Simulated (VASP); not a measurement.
# MgB2 (P6/mmm) in VASP: settings compared

MgB2 is run at these levels: BLYP+D3(BJ), BLYP+D4, PBE; tasks: relaxation of cell and atoms, single point.

Everything below comes from runs of VASP 6.6.1. Logs are shortened: lines on timing, memory, paths and dates and some standing lists are left out, and cuts for length are marked.

## Step 1: The cell of the first run

It takes space group P6/mmm (No. 191, hexagonal). The conventional cell has a = 3.085 Å, b = 3.085 Å, c = 3.523 Å, α = 90.00°, β = 90.00°, γ = 120.00°. Within 3.3 Å of Mg (site symmetry 6/mmm) lie 12 B at 2.51 Å and 6 Mg at 3.08 to 3.09 Å. B (site symmetry -6m2) has 3 B at 1.78 Å within 2.4 Å.

## Step 2: Relaxation of cell and atoms, BLYP+D3(BJ)

Input file INCAR:

```
SYSTEM = MgB2
PREC     = Accurate       ! precision mode
ENCUT    = 600            ! plane-wave cutoff, eV
EDIFF    = 1E-7           ! SCF threshold, eV
ISMEAR   = -1             ! smearing method
SIGMA    = 0.05           ! smearing width, eV
LREAL    = .FALSE.        ! projectors in reciprocal space
LASPH    = .TRUE.         ! aspherical terms in the spheres
NELM     = 100            ! most SCF steps
ALGO     = Normal         ! electronic algorithm
ISIF     = 3              ! what is computed and relaxed
LWAVE    = .FALSE.        ! write WAVECAR
LCHARG   = .FALSE.        ! write CHGCAR
GGA      = B5             ! functional
ALDAX    = 1.0          
AGGAX    = 1.0          
AGGAC    = 1.0          
ALDAC    = 0.0          
IVDW     = 12             ! dispersion correction
IBRION   = 2              ! ionic algorithm
NSW      = 60             ! ionic steps
EDIFFG   = -0.01          ! ionic threshold
VDW_S6   = 1.0          
VDW_S8   = 2.6996       
VDW_A1   = 0.4298       
VDW_A2   = 4.2359
```

Input file KPOINTS:

```
regular mesh
0
G
  10 10 8
  0 0 0
```

Input file POSCAR:

```
MgB2
1.0
    3.0850000000      0.0000000000      0.0000000000
   -1.5425000000      2.6716883707      0.0000000000
    0.0000000000      0.0000000000      3.5230000000
Mg B
1 2
Direct
    0.0000000000      0.0000000000      0.0000000000
    0.6666666667      0.3333333333      0.5000000000
    0.3333333333      0.6666666667      0.5000000000
```

Potentials or basis: VASP PAW PBE potentials, release 64 (Mg, B).

Run with:

```console
cat potpaw_PBE.64/Mg/POTCAR potpaw_PBE.64/B/POTCAR > POTCAR
mpirun -np 1 vasp_std > vasp.out
```

OUTCAR:

```text
SYSTEM = MgB2
   PREC = Accurate
   ENCUT = 600
   EDIFF = 1E-7
   ISMEAR = -1
   LREAL = .FALSE.
   LASPH = .TRUE.
   NELM = 100
   ISIF = 3
   GGA = B5
   IVDW = 12
   IBRION = 2
   NSW = 60
   EDIFFG = -0.01
 IVDW          = 12

 ion  position               nearest neighbor table
   1  0.000  0.000  0.000-   2 2.51   3 2.51   2 2.51   3 2.51   2 2.51   2 2.51   3 2.51   3 2.51
                             2 2.51   2 2.51   3 2.51   3 2.51
   2  0.667  0.333  0.500-   3 1.78   3 1.78   3 1.78   1 2.51   1 2.51   1 2.51   1 2.51   1 2.51
                             1 2.51
   3  0.333  0.667  0.500-   2 1.78   2 1.78   2 1.78   1 2.51   1 2.51   1 2.51   1 2.51   1 2.51
                             1 2.51

  LATTYP: Found a hexagonal cell.
 ALAT       =     3.0850000000
 C/A-ratio  =     1.1419773096

  Lattice vectors:

 A1 = (   3.0850000000,   0.0000000000,   0.0000000000)
 A2 = (  -1.5425000000,   2.6716883707,   0.0000000000)
 A3 = (   0.0000000000,   0.0000000000,   3.5230000000)

Analysis of symmetry for initial positions (statically):
=====================================================================
 Subroutine PRICEL returns:
 Original cell was already a primitive cell.

 Routine SETGRP: Setting up the symmetry group for a
 hexagonal supercell.

 Subroutine GETGRP returns: Found 24 space group operations
 (whereof 24 operations were pure point group operations)
 out of a pool of 24 trial point group operations.

The static configuration has the point symmetry D_6h.

Analysis of symmetry for dynamics (positions and initial velocities):
=====================================================================
 Subroutine PRICEL returns:
 Original cell was already a primitive cell.

 Routine SETGRP: Setting up the symmetry group for a
 hexagonal supercell.

 Subroutine GETGRP returns: Found 24 space group operations
 (whereof 24 operations were pure point group operations)
 out of a pool of 24 trial point group operations.

The dynamic configuration has the point symmetry D_6h.

 Subroutine INISYM returns: Found 24 space group operations
 (whereof 24 operations are pure point group operations),
 and found     1 'primitive' translations

----------------------------------------------------------------------------------------

                                     Primitive cell

  volume of cell :      29.0371

  direct lattice vectors                    reciprocal lattice vectors
     3.085000000  0.000000000  0.000000000     0.324149109  0.187147575  0.000000000
    -1.542500000  2.671688371  0.000000000     0.000000000  0.374295150  0.000000000
     0.000000000  0.000000000  3.523000000     0.000000000  0.000000000  0.283848992

  length of vectors
     3.085000000  3.085000000  3.523000000     0.374295150  0.374295150  0.283848992

  position of ions in fractional coordinates (direct lattice)
     0.000000000  0.000000000  0.000000000
     0.666666667  0.333333333  0.500000000
     0.333333333  0.666666667  0.500000000

  ion indices of the primitive-cell ions
   primitive index   ion index
                 1           1
                 2           2
                 3           3

----------------------------------------------------------------------------------------

 KPOINTS: regular mesh

Automatic generation of k-mesh.
 Grid dimensions read from file:
 generate k-points for:   10   10    8

 Generating k-lattice:

  Cartesian coordinates                     Fractional coordinates (reciprocal lattice)
     0.032414911  0.018714758  0.000000000     0.100000000  0.000000000  0.000000000
     0.000000000  0.037429515  0.000000000     0.000000000  0.100000000  0.000000000
     0.000000000  0.000000000  0.035481124     0.000000000  0.000000000  0.125000000

  Length of vectors
     0.037429515  0.037429515  0.035481124

  Shift w.r.t. Gamma in fractional coordinates (k-lattice)
     0.000000000  0.000000000  0.000000000

 Subroutine IBZKPT returns following result:
 ===========================================

 Found     70 irreducible k-points:

 Following reciprocal coordinates:
            Coordinates               Weight
  0.000000  0.000000  0.000000      1.000000
  0.100000  0.000000  0.000000      6.000000
  0.200000  0.000000  0.000000      6.000000
  0.300000  0.000000  0.000000      6.000000
  0.400000  0.000000  0.000000      6.000000
  0.500000  0.000000  0.000000      3.000000
[... 16 lines left out ...]
  0.300000  0.100000  0.125000     24.000000
  0.400000  0.100000  0.125000     24.000000
 [... further k-points ...]
   k-points           NKPTS =     70   k-points in BZ     NKDIM =     70   number of bands    NBANDS=      8
   number of dos      NEDOS =    301   number of ions     NIONS =      3
   total plane-waves  NPLWV =  21952
   dimension x,y,z NGX =    28 NGY =   28 NGZ =   28
   dimension x,y,z NGXF=    56 NGYF=   56 NGZF=   56
   ions per type =               1   2
   NGX,Y,Z   is equivalent  to a cutoff of  15.09, 15.09, 13.21 a.u.
   NGXF,Y,Z  is equivalent  to a cutoff of  30.18, 30.18, 26.43 a.u.
 SYSTEM =  MgB2
   PREC   = accura    normal or accurate (medium, high low for compatibility)
   ISTART =      0    job   : 0-new  1-cont  2-samecut
   ICHARG =      2    charge: 1-file 2-atom 10-const
   ISPIN  =      1    spin polarized calculation?
   LNONCOLLINEAR =      F non collinear calculations
   LSORBIT =      F    spin-orbit coupling
   LASPH  =      T    aspherical Exc in radial PAW
   ENCUT  =  600.0 eV  44.10 Ry    6.64 a.u.   6.16  6.16  7.04*2*pi/ulx,y,z
   NELM   =    100;   NELMIN=  2; NELMDL= -5     # of ELM steps
   EDIFF  = 0.1E-06   stopping-criterion for ELM
   LREAL  =      F    real-space projection
   EDIFFG = -.1E-01   stopping-criterion for IOM
   NSW    =     60    number of steps for IOM
   IBRION =      2    ionic relax: 0-MD 1-quasi-New 2-CG
   NFREE  =      1    steps in history (QN), initial steepest desc. (CG)
   ISIF   =      3    stress and relaxation
   ISYM   =      2    0-nonsym 1-usesym 2-fastsym
   POTIM  = 0.5000    time-step for ionic-motion
   TEBEG  =    0.0;   TEEND  =   0.0 temperature during run
   PSTRESS=    0.0 pullay stress
   NELECT =       8.0000    total number of electrons
   NUPDOWN=      -1.0000    fix difference up-down
   EMIN   =  10.00;   EMAX   =-10.00  energy-range for DOS
   EFERMI =   0.00;   METHOD = LEGACY
   ISMEAR =    -1;   SIGMA  =   0.05  broadening in eV -4-tet -1-fermi 0-gaus
   EFERMI_NEDOS =   21; number of points for ismear=-14 and -15
   IALGO  =     38    algorithm
   IMIX   =      4    mixing-type and parameters
     AMIX     =   0.40;   BMIX     =  1.00
     AMIX_MAG =   1.60;   BMIX_MAG =  1.00
  volume/ion in A,a.u.               =       9.68        65.32
  Fermi-wavevector in a.u.,A,eV,Ry     =   1.065255  2.013040 15.439462  1.134768
  Thomas-Fermi vector in A             =   2.200801
   LORBIT       =      0    0 simple, 1 ext, 2 COOP (PROOUT), +10 PAW based schemes
   GGA     = B5    functional components
   LHFCALC =     F    Hartree Fock is set to
   AEXX    =    0.0000 exact exchange contribution
   IVDW    =    12    specifies the selected vdW correction
   LEPSILON=     F    determine dielectric tensor
   LRPA    =     F    only Hartree local field effects (RPA)
 conjugate gradient relaxation of ions
 non-spin polarized calculation
  energy-cutoff  :      600.00
  volume of cell :       29.04
 maximum number of plane-waves:       986
 NGX is ok and might be reduce to    28
   NGX = 13   NGY = 13   NGZ = 15

--------------------------------------- Ionic step        1  -------------------------------------------

 number of electron       8.0000000 magnetization

 Free energy of the ion-electron system (eV)
  ---------------------------------------------------
  ext. energy  EPLUGINS =         0.00000000
  ---------------------------------------------------
  free energy    TOTEN  =       -13.44871792 eV

  energy without entropy =      -13.44286194  energy(sigma->0) =      -13.44578993

------------------------ aborting loop because EDIFF is reached ----------------------------------------

 Edisp (eV)   -1.83355

 E8    (eV) :    -1.2733

  FORCE on cell =-STRESS in cart. coord.  units (eV):
  Direction    XX          YY          ZZ          XY          YZ          ZX
  --------------------------------------------------------------------------------------
  -------------------------------------------------------------------------------------
  Total      -1.77082    -1.77082    -1.65908     0.00000     0.00000    -0.00000
  in kB     -97.70828   -97.70828   -91.54261     0.00000     0.00000    -0.00000
  external pressure =      -95.65 kB  Pullay stress =        0.00 kB
[... 145 lines left out ...]
  energy  without entropy=      -15.3371583154  energy(sigma->0) =      -15.33977201

--------------------------------------- Ionic step        5  -------------------------------------------

 number of electron       8.0000000 magnetization

 Free energy of the ion-electron system (eV)
  ---------------------------------------------------
  ext. energy  EPLUGINS =         0.00000000
  ---------------------------------------------------
  free energy    TOTEN  =       -13.37467607 eV

  energy without entropy =      -13.36992770  energy(sigma->0) =      -13.37230188

 E-fermi :   6.2702     XC(G=0): -10.5784

 val. band max:        6.2001595027   @ k =   0.4000   0.0000   0.5000
 cond. band min:       6.2832829536   @ k =   0.1000   0.0000   0.2500
 fundamental gap:      0.0831234509
 Fermi energy:         6.2702118978

 k-point     1 :       0.0000    0.0000    0.0000
  band No.  band energies     occupation
      1      -6.4811      2.00000
      2       3.3274      2.00000
      3       6.4914      0.02370
      4       6.4914      0.02370
      5       8.4640      0.00000
      6      12.7944      0.00000
      7      12.7944      0.00000
      8      14.9037      0.00000
[... 243 lines left out ...]
 k-point    24 :       0.4000    0.1000    0.1250
  band No.  band energies     occupation
      1      -2.7714      2.00000
      2      -0.9844      2.00000
      3       3.2768      2.00000
      4       5.6255      1.99999
      5       8.6363      0.00000
      6      11.8038      0.00000
      7      13.2576      0.00000
      8      15.1792      0.00000

 [... further k-points ...]

------------------------ aborting loop because EDIFF is reached ----------------------------------------

 Edisp (eV)   -1.96803

 E8    (eV) :    -1.3668

  FORCE on cell =-STRESS in cart. coord.  units (eV):
  Direction    XX          YY          ZZ          XY          YZ          ZX
  --------------------------------------------------------------------------------------
  -------------------------------------------------------------------------------------
  Total       0.00817     0.00817     0.00454     0.00000     0.00000     0.00000
  in kB       0.48303     0.48303     0.26818     0.00000     0.00000     0.00000
  external pressure =        0.41 kB  Pullay stress =        0.00 kB
[... 18 lines left out ...]
  FREE ENERGIE OF THE ION-ELECTRON SYSTEM (eV)
  ---------------------------------------------------
  free  energy   TOTEN  =       -15.3427055677 eV

  energy  without entropy=      -15.3379571952  energy(sigma->0) =      -15.34033138

 reached required accuracy - stopping structural energy minimisation
```

Run time: 84 s. Hardware: 1 thread of AMD EPYC 7R13 (Zen 3), shared host; peak memory 0.16 GiB.

Results:

```yaml
Free_energy: -15.3427 eV
Relaxed_volume: 9.03 Å³/atom
Relaxed_cell: a = 3.028 Å, b = 3.028 Å, c = 3.413 Å, α = 90.00°, β = 90.00°, γ = 120.00°
Space_group_after_relaxing_to_0.1_Å: P6/mmm (No. 191)
Energy_gained_by_relaxing: 20.1 meV/atom
Ionic_steps: 5
Pressure_after_relaxing: 0.0 GPa
Band_gap_on_the_k_mesh: zero (bands 4 and 5 overlap by 2.57 eV)
Dispersion_energy_per_atom: -0.656 eV
```

Step by step:
```csv
step,energy change (eV),largest force (eV/Å),pressure (GPa),volume (Å³)
1,0.0000,0.0000,-9.57,29.04
2,-0.0516,0.0000,3.36,26.68
3,-0.0573,0.0000,-0.04,27.21
4,-0.0601,0.0000,0.02,27.13
5,-0.0604,0.0000,0.04,27.10
```

Final structure:
```
Mg B
1.0
     3.02760    0.00000    0.00000
    -1.51380    2.62198    0.00000
     0.00000    0.00000    3.41344
Mg B
1 2
Direct
  0.00000 0.00000 0.00000
  0.66667 0.33333 0.50000
  0.33333 0.66667 0.50000
```

Caveat: the PAW data sets were made with another functional, which shifts forces and pressure a little.

## Step 3: Relaxation of cell and atoms, BLYP+D4

Input file INCAR:

```
SYSTEM = MgB2
PREC     = Accurate       ! precision mode
ENCUT    = 600            ! plane-wave cutoff, eV
EDIFF    = 1E-7           ! SCF threshold, eV
ISMEAR   = -1             ! smearing method
SIGMA    = 0.05           ! smearing width, eV
LREAL    = .False.        ! projectors in reciprocal space
LASPH    = .True.         ! aspherical terms in the spheres
NELM     = 80             ! most SCF steps
ALGO     = Normal         ! electronic algorithm
ISIF     = 3              ! what is computed and relaxed
LWAVE    = .False.        ! write WAVECAR
LCHARG   = .False.        ! write CHGCAR
GGA      = B5             ! functional
ALDAX    = 1.0          
AGGAX    = 1.0          
AGGAC    = 1.0          
ALDAC    = 0.0          
IVDW     = 13             ! dispersion correction
VDW_S6   = 1.0          
VDW_S8   = 2.34076671   
VDW_A1   = 0.44488865   
VDW_A2   = 4.0933009    
IBRION   = 2              ! ionic algorithm
NSW      = 60             ! ionic steps
EDIFFG   = -0.01          ! ionic threshold
```

Input file KPOINTS:

```
Automatic mesh
0
Gamma
  10 10 8
  0 0 0
```

POSCAR is that of step 2.

Potentials or basis: VASP PAW PBE potentials, release 64 (Mg, B).

Run with:

```console
cat potpaw_PBE.64/Mg/POTCAR potpaw_PBE.64/B/POTCAR > POTCAR
mpirun -np 1 vasp_std > vasp.out
```

Run time: 89 s. Hardware: 1 thread of AMD EPYC 7R13 (Zen 3), shared host; peak memory 0.15 GiB.

It converged, with:

| Item | Value |
| --- | --- |
| Free energy | -14.7177 eV |
| Relaxed volume | 9.19 Å³/atom |
| Relaxed cell | a = 3.048 Å, b = 3.048 Å, c = 3.427 Å, α = 90.00°, β = 90.00°, γ = 120.00° |
| Space group after relaxing (to 0.1 Å) | P6/mmm (No. 191) |
| Energy gained by relaxing | 11.3 meV/atom |
| Ionic steps | 5 |
| Pressure after relaxing | 0.0 GPa |
| Band gap on the k mesh | zero (bands 4 and 5 overlap by 2.56 eV) |
| Dispersion energy per atom | -0.438 eV |

The path:
```
step  energy change (eV)  largest force (eV/Å)  pressure (GPa)  volume (Å³)
   1              0.0000                0.0000           -6.93        29.04
   2             -0.0292                0.0000            2.12        27.31
   3             -0.0313                0.0000            0.13        27.65
   4             -0.0339                0.0000            0.06        27.59
   5             -0.0340                0.0000            0.03        27.57
```

Final structure:
```
CELL_PARAMETERS angstrom
3.04756 0.00000 0.00000
-1.52378 2.63927 0.00000
0.00000 0.00000 3.42732
ATOMIC_POSITIONS crystal
Mg 0.00000 0.00000 0.00000
B 0.66667 0.33333 0.50000
B 0.33333 0.66667 0.50000
```

Levels at points of the mesh, in eV from the Fermi level:
| k point | band 1 | band 2 | band 3 | band 4 | band 5 | band 6 | band 7 | band 8 |
| --- | --- | --- | --- | --- | --- | --- | --- | --- |
| (0.00, 0.00, 0.00) | -12.64 | -2.88 | 0.20 | 0.20 | 2.19 | 6.42 | 6.42 | 8.40 |
| (0.50, 0.00, 0.00) | -8.71 | -7.99 | -2.34 | 0.26 | 3.26 | 4.07 | 5.91 | 7.69 |
| (0.00, 0.00, 0.50) | -11.27 | -7.55 | 0.61 | 0.61 | 6.76 | 6.76 | 8.04 | 10.35 |
| (0.50, 0.00, 0.50) | -7.67 | -7.01 | -3.64 | -2.03 | -1.28 | 6.06 | 9.12 | 9.22 |

Caveat: the PAW data sets were made with another functional, which shifts forces and pressure a little.

(Part 1 of 2 ends here.)
